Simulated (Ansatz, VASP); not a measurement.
# One calculation of ScAl3, two programs

```
CELL_PARAMETERS angstrom
-2.01153 2.01153 4.40911
2.01153 -2.01153 4.40911
2.01153 2.01153 -4.40911
ATOMIC_POSITIONS crystal
Sc 0.00000 0.00000 0.00000
Al 0.75000 0.25000 0.50000
Al 0.25000 0.75000 0.50000
Al 0.50000 0.50000 0.00000
```

Alike in both runs: functional PBE; k mesh 16 × 16 × 16; occupations gaussian, width 0.1 eV; no spin polarisation.

Ansatz relaxed the structure, and its values are those at the end. VASP's run is a single point on that final structure, the one shown.

|  | VASP | Ansatz |
| --- | --- | --- |
| version | VASP 6.6.1 | Ansatz 0.2.0 |
| potentials or method | VASP PAW PBE potentials, release 64 (Sc_sv, Al), cutoff 520 eV | scalar-relativistic, plane waves, PAW |
| valence electrons in the cell | 20 | 20 |

|  | VASP | Ansatz | Ansatz less VASP |
| --- | --- | --- | --- |
| gap on the k mesh at the Fermi level (eV) | none | none | - |
| pressure (GPa) | 0.0 | 0.0 | -0.02 |

A gap of «none» marks a metal or a gap that the smearing closes. With one functional, cell and mesh, what is left measures potentials, basis and numerics.
